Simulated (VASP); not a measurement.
# InPt3C (Pm-3m) in VASP: further runs

Runs on InPt3C. Level: LDA. Tasks: single point.

Program: VASP 6.6.1. These are calculated values, not measurements. Logs are shortened: lines on timing, memory, paths and dates and some standing lists are left out, and cuts for length are marked.

### Step 1. The cell of the first run

Symmetry: Pm-3m, No. 221, cubic system. Conventional cell: a = 4.259 Å, b = 4.259 Å, c = 4.259 Å, α = 90.00°, β = 90.00°, γ = 90.00°. In (site symmetry m-3m) has 12 Pt at 3.01 Å and 8 C at 3.69 Å within 4.0 Å. Within 2.8 Å of Pt (site symmetry 4/mmm) lie 2 C at 2.13 Å. Within 2.8 Å of C (site symmetry m-3m) lie 6 Pt at 2.13 Å.

### Step 2. Single point, LDA

Contents of INCAR:

```
PREC = Accurate
ENCUT = 520
EDIFF = 1E-7
ISMEAR = -1
SIGMA = 0.1
LREAL = False
LASPH = True
NELM = 80
ALGO = Normal
ISIF = 2
LWAVE = False
LCHARG = False
GGA = CA
NBANDS = 32
```

Contents of KPOINTS:

```
regular mesh
0
Gamma
  6 6 6
```

Contents of POSCAR:

```
InPt3C
1.0
    4.2585860000      0.0000000000      0.0000000000
    0.0000000000      4.2585860000      0.0000000000
    0.0000000000      0.0000000000      4.2585860000
In Pt C
1 3 1
Direct
    0.0000000000      0.0000000000      0.0000000000
    0.5000000000      0.0000000000      0.5000000000
    0.5000000000      0.5000000000      0.0000000000
    0.0000000000      0.5000000000      0.5000000000
    0.5000000000      0.5000000000      0.5000000000
```

Potentials or basis: VASP PAW LDA potentials, release 64 (In_d, Pt, C).

The run is started by

```console
cat potpaw_LDA.64/In_d/POTCAR potpaw_LDA.64/Pt/POTCAR potpaw_LDA.64/C/POTCAR > POTCAR
mpirun -np 1 vasp_std > vasp.out
```

OUTCAR:

```text
PREC = Accurate
   ENCUT = 520
   EDIFF = 1E-7
   ISMEAR = -1
   LREAL = False
   LASPH = True
   NELM = 80
   ISIF = 2
   GGA = CA

 ion  position               nearest neighbor table
   1  0.000  0.000  0.000-   2 3.01   3 3.01   4 3.01   2 3.01   4 3.01   3 3.01   4 3.01   4 3.01
                             2 3.01   3 3.01   2 3.01   3 3.01
   2  0.500  0.000  0.500-   5 2.13   5 2.13   4 3.01   1 3.01   1 3.01   3 3.01   3 3.01   4 3.01
                             3 3.01   3 3.01   1 3.01   4 3.01   1 3.01   4 3.01
   3  0.500  0.500  0.000-   5 2.13   5 2.13   4 3.01   1 3.01   2 3.01   4 3.01   2 3.01   1 3.01
                             2 3.01   2 3.01   1 3.01   4 3.01   4 3.01   1 3.01
   4  0.000  0.500  0.500-   5 2.13   5 2.13   3 3.01   1 3.01   1 3.01   3 3.01   1 3.01   2 3.01
                             1 3.01   2 3.01   3 3.01   2 3.01   3 3.01   2 3.01
   5  0.500  0.500  0.500-   2 2.13   3 2.13   4 2.13   3 2.13   2 2.13   4 2.13

  LATTYP: Found a simple cubic cell.
 ALAT       =     4.2585860000

  Lattice vectors:

 A1 = (   4.2585860000,   0.0000000000,   0.0000000000)
 A2 = (   0.0000000000,   4.2585860000,   0.0000000000)
 A3 = (   0.0000000000,   0.0000000000,   4.2585860000)

Analysis of symmetry for initial positions (statically):
=====================================================================
 Subroutine PRICEL returns:
 Original cell was already a primitive cell.

 Routine SETGRP: Setting up the symmetry group for a
 simple cubic supercell.

 Subroutine GETGRP returns: Found 48 space group operations
 (whereof 48 operations were pure point group operations)
 out of a pool of 48 trial point group operations.

The static configuration has the point symmetry O_h .

Analysis of symmetry for dynamics (positions and initial velocities):
=====================================================================
 Subroutine PRICEL returns:
 Original cell was already a primitive cell.

 Routine SETGRP: Setting up the symmetry group for a
 simple cubic supercell.

 Subroutine GETGRP returns: Found 48 space group operations
 (whereof 48 operations were pure point group operations)
 out of a pool of 48 trial point group operations.

The dynamic configuration has the point symmetry O_h .

 Subroutine INISYM returns: Found 48 space group operations
 (whereof 48 operations are pure point group operations),
 and found     1 'primitive' translations

----------------------------------------------------------------------------------------

                                     Primitive cell

  volume of cell :      77.2318

  direct lattice vectors                    reciprocal lattice vectors
     4.258586000  0.000000000  0.000000000     0.234819727  0.000000000  0.000000000
     0.000000000  4.258586000  0.000000000     0.000000000  0.234819727  0.000000000
     0.000000000  0.000000000  4.258586000     0.000000000  0.000000000  0.234819727

  length of vectors
     4.258586000  4.258586000  4.258586000     0.234819727  0.234819727  0.234819727

  position of ions in fractional coordinates (direct lattice)
     0.000000000  0.000000000  0.000000000
     0.500000000  0.000000000  0.500000000
     0.500000000  0.500000000  0.000000000
     0.000000000  0.500000000  0.500000000
     0.500000000  0.500000000  0.500000000

  ion indices of the primitive-cell ions
   primitive index   ion index
                 1           1
                 2           2
                 3           3
                 4           4
                 5           5

----------------------------------------------------------------------------------------

 KPOINTS: regular mesh

Automatic generation of k-mesh.
 Grid dimensions read from file:
 generate k-points for:    6    6    6

 Generating k-lattice:

  Cartesian coordinates                     Fractional coordinates (reciprocal lattice)
     0.039136621  0.000000000  0.000000000     0.166666667  0.000000000  0.000000000
     0.000000000  0.039136621  0.000000000     0.000000000  0.166666667  0.000000000
     0.000000000  0.000000000  0.039136621     0.000000000  0.000000000  0.166666667

  Length of vectors
     0.039136621  0.039136621  0.039136621

  Shift w.r.t. Gamma in fractional coordinates (k-lattice)
     0.000000000  0.000000000  0.000000000

 Subroutine IBZKPT returns following result:
 ===========================================

 Found     20 irreducible k-points:

 Following reciprocal coordinates:
            Coordinates               Weight
  0.000000  0.000000  0.000000      1.000000
  0.166667  0.000000  0.000000      6.000000
  0.333333  0.000000  0.000000      6.000000
  0.500000  0.000000  0.000000      3.000000
  0.166667  0.166667  0.000000     12.000000
  0.333333  0.166667  0.000000     24.000000
[... 12 lines left out ...]
  0.500000  0.500000  0.333333      6.000000
  0.500000  0.500000  0.500000      1.000000
   k-points           NKPTS =     20   k-points in BZ     NKDIM =     20   number of bands    NBANDS=     32
   number of dos      NEDOS =    301   number of ions     NIONS =      5
   total plane-waves  NPLWV =  32768
   dimension x,y,z NGX =    32 NGY =   32 NGZ =   32
   dimension x,y,z NGXF=    64 NGYF=   64 NGZF=   64
   ions per type =               1   3   1
   NGX,Y,Z   is equivalent  to a cutoff of  12.49, 12.49, 12.49 a.u.
   NGXF,Y,Z  is equivalent  to a cutoff of  24.98, 24.98, 24.98 a.u.
 SYSTEM =  unknown system
   PREC   = accura    normal or accurate (medium, high low for compatibility)
   ISTART =      0    job   : 0-new  1-cont  2-samecut
   ICHARG =      2    charge: 1-file 2-atom 10-const
   ISPIN  =      1    spin polarized calculation?
   LNONCOLLINEAR =      F non collinear calculations
   LSORBIT =      F    spin-orbit coupling
   LASPH  =      T    aspherical Exc in radial PAW
   ENCUT  =  520.0 eV  38.22 Ry    6.18 a.u.   7.92  7.92  7.92*2*pi/ulx,y,z
   NELM   =     80;   NELMIN=  2; NELMDL= -5     # of ELM steps
   EDIFF  = 0.1E-06   stopping-criterion for ELM
   LREAL  =      F    real-space projection
   EDIFFG = 0.1E-05   stopping-criterion for IOM
   NSW    =      0    number of steps for IOM
   IBRION =     -1    ionic relax: 0-MD 1-quasi-New 2-CG
   NFREE  =      0    steps in history (QN), initial steepest desc. (CG)
   ISIF   =      2    stress and relaxation
   ISYM   =      2    0-nonsym 1-usesym 2-fastsym
   POTIM  = 0.5000    time-step for ionic-motion
   TEBEG  =    0.0;   TEEND  =   0.0 temperature during run
   PSTRESS=    0.0 pullay stress
   NELECT =      47.0000    total number of electrons
   NUPDOWN=      -1.0000    fix difference up-down
   EMIN   =  10.00;   EMAX   =-10.00  energy-range for DOS
   EFERMI =   0.00;   METHOD = LEGACY
   ISMEAR =    -1;   SIGMA  =   0.10  broadening in eV -4-tet -1-fermi 0-gaus
   EFERMI_NEDOS =   21; number of points for ismear=-14 and -15
   IALGO  =     38    algorithm
   IMIX   =      4    mixing-type and parameters
     AMIX     =   0.40;   BMIX     =  1.00
     AMIX_MAG =   1.60;   BMIX_MAG =  1.00
  volume/ion in A,a.u.               =      15.45       104.24
  Fermi-wavevector in a.u.,A,eV,Ry     =   1.387316  2.621647 26.186390  1.924645
  Thomas-Fermi vector in A             =   2.511549
   LORBIT       =      0    0 simple, 1 ext, 2 COOP (PROOUT), +10 PAW based schemes
   GGA     = CA    functional components
   LHFCALC =     F    Hartree Fock is set to
   AEXX    =    0.0000 exact exchange contribution
   IVDW    =     0    specifies the selected vdW correction
   LEPSILON=     F    determine dielectric tensor
   LRPA    =     F    only Hartree local field effects (RPA)
 non-spin polarized calculation
  energy-cutoff  :      520.00
  volume of cell :       77.23
 maximum number of plane-waves:      2103
 NGX is ok and might be reduce to    32
   NGX = 15   NGY = 15   NGZ = 15

 number of electron      47.0000018 magnetization

 Free energy of the ion-electron system (eV)
  ---------------------------------------------------
  ext. energy  EPLUGINS =         0.00000000
  ---------------------------------------------------
  free energy    TOTEN  =       -34.49379288 eV

  energy without entropy =      -34.39546318  energy(sigma->0) =      -34.44462803

 E-fermi :   9.9622     XC(G=0): -12.6709

 val. band max:        9.9104940247   @ k =   0.5000   0.3333   0.0000
 cond. band min:       9.9910498555   @ k =   0.3333   0.3333   0.0000
 fundamental gap:      0.0805558308
 Fermi energy:         9.9621636677

 k-point     1 :       0.0000    0.0000    0.0000
  band No.  band energies     occupation
      1      -4.9835      2.00000
      2      -4.9835      2.00000
      3      -4.9630      2.00000
      4      -4.9630      2.00000
      5      -4.9630      2.00000
      6      -4.4244      2.00000
[... 24 lines left out ...]
     31      16.1287      0.00000
     32      18.7862      0.00000

 k-point     2 :       0.1667    0.0000    0.0000
  band No.  band energies     occupation
      1      -4.9771      2.00000
      2      -4.9673      2.00000
      3      -4.9614      2.00000
      4      -4.9583      2.00000
      5      -4.9583      2.00000
      6      -4.2388      2.00000
[... 24 lines left out ...]
     31      16.9120      0.00000
     32      17.9690      0.00000

 k-point     3 :       0.3333    0.0000    0.0000
  band No.  band energies     occupation
      1      -4.9645      2.00000
      2      -4.9583      2.00000
      3      -4.9490      2.00000
      4      -4.9490      2.00000
      5      -4.9349      2.00000
      6      -3.7993      2.00000
[... 24 lines left out ...]
     31      17.3155      0.00000
     32      17.4546      0.00000

 k-point     4 :       0.5000    0.0000    0.0000
  band No.  band energies     occupation
      1      -4.9582      2.00000
      2      -4.9567      2.00000
      3      -4.9443      2.00000
      4      -4.9443      2.00000
      5      -4.9187      2.00000
      6      -3.5275      2.00000
[... 514 lines left out ...]
     31      17.9736      0.00000
     32      19.9605      0.00000

 k-point    19 :       0.5000    0.5000    0.3333
  band No.  band energies     occupation
      1      -4.9996      2.00000
      2      -4.9852      2.00000
      3      -4.9852      2.00000
      4      -4.9014      2.00000
      5      -4.8875      2.00000
      6      -1.7156      2.00000
[... 24 lines left out ...]
     31      18.2556      0.00000
     32      18.9587      0.00000

 k-point    20 :       0.5000    0.5000    0.5000
  band No.  band energies     occupation
      1      -4.9990      2.00000
      2      -4.9990      2.00000
      3      -4.9990      2.00000
      4      -4.8904      2.00000
      5      -4.8904      2.00000
      6      -1.2918      2.00000
[... 24 lines left out ...]
     31      18.4709      0.00000
     32      18.4709      0.00000

------------------------ aborting loop because EDIFF is reached ----------------------------------------

  FORCE on cell =-STRESS in cart. coord.  units (eV):
  Direction    XX          YY          ZZ          XY          YZ          ZX
  --------------------------------------------------------------------------------------
  -------------------------------------------------------------------------------------
  Total       -5.7106982     -5.7106982     -5.7106982      0.0000000      0.0000000      0.0000000
  in kB     -118.4686726   -118.4686726   -118.4686726      0.0000000      0.0000000      0.0000000
  external PRESSURE =    -118.4686726 kB  Pullay stress =       0.0000000 kB

 VOLUME and BASIS-vectors are now :
 -----------------------------------------------------------------------------
  energy-cutoff  :      520.00
  volume of cell :       77.23
      direct lattice vectors                 reciprocal lattice vectors
     4.258586000  0.000000000  0.000000000     0.234819727  0.000000000  0.000000000
     0.000000000  4.258586000  0.000000000     0.000000000  0.234819727  0.000000000
     0.000000000  0.000000000  4.258586000     0.000000000  0.000000000  0.234819727

 POSITION                                       TOTAL-FORCE (eV/Angst)
 -----------------------------------------------------------------------------------
      0.00000      0.00000      0.00000         0.000000      0.000000      0.000000
      2.12929      0.00000      2.12929         0.000000      0.000000      0.000000
      2.12929      2.12929      0.00000         0.000000      0.000000      0.000000
      0.00000      2.12929      2.12929         0.000000      0.000000      0.000000
      2.12929      2.12929      2.12929         0.000000      0.000000      0.000000
 -----------------------------------------------------------------------------------
    total drift:                                0.000000     -0.000000     -0.000000

  FREE ENERGIE OF THE ION-ELECTRON SYSTEM (eV)
  ---------------------------------------------------
  free  energy   TOTEN  =       -34.4937928808 eV

  energy  without entropy=      -34.3954631755  energy(sigma->0) =      -34.44462803
```

Run time: 28 s. Hardware: 1 thread of Intel Xeon Platinum 8559C (Emerald Rapids), shared host; peak memory 0.18 GiB.

Results:

```
Free energy : -34.4938 eV
Pressure    : -11.8 GPa
```

Caveat: spin-orbit coupling is left out, which moves the levels of the heavy elements.

### Step 3. Single point, LDA

Contents of INCAR:

```
ALGO = Normal
EDIFF = 1E-6
ENCUT = 520
ISIF = 2
ISMEAR = -1
LASPH = True
LCHARG = True
LELF = True
LREAL = False
LVHAR = True
LWAVE = False
NBANDS = 32
NELM = 80
PREC = Accurate
SIGMA = 0.1
```

Contents of KPOINTS:

```
k-points
0
Gamma
  6 6 6
```

POSCAR is that of step 2.

Potentials or basis: VASP PAW LDA potentials, release 64 (In_d, Pt, C).

The run is started by

```console
cat potpaw_LDA.64/In_d/POTCAR potpaw_LDA.64/Pt/POTCAR potpaw_LDA.64/C/POTCAR > POTCAR
mpirun -np 1 vasp_std > vasp.out
```

It took 18 s on 1 thread of Intel Xeon Platinum 8559C (Emerald Rapids), shared host; peak memory 0.18 GiB.

It converged, with:

| Quantity | Value |
| --- | --- |
| Free energy | -34.4938 eV |
| Pressure | -11.8 GPa |

Levels at points of the mesh, in eV from the Fermi level:
| k point | band 21 | band 22 | band 23 | band 24 | band 25 | band 26 | band 27 | band 28 |
| --- | --- | --- | --- | --- | --- | --- | --- | --- |
| (0.00, 0.00, 0.00) | -0.93 | -0.91 | -0.91 | -0.91 | 1.54 | 1.54 | 1.54 | 2.17 |
| (0.50, 0.00, 0.00) | -2.13 | -0.91 | -0.24 | -0.24 | 1.01 | 2.77 | 3.47 | 3.97 |
| (0.50, 0.50, 0.00) | -2.15 | -1.43 | -0.45 | -0.45 | 0.93 | 2.08 | 4.68 | 4.68 |
| (0.50, 0.50, 0.50) | -2.12 | -1.09 | -1.09 | -1.09 | 0.96 | 0.96 | 0.96 | 0.99 |

Caveat: spin-orbit coupling is left out, which moves the levels of the heavy elements.
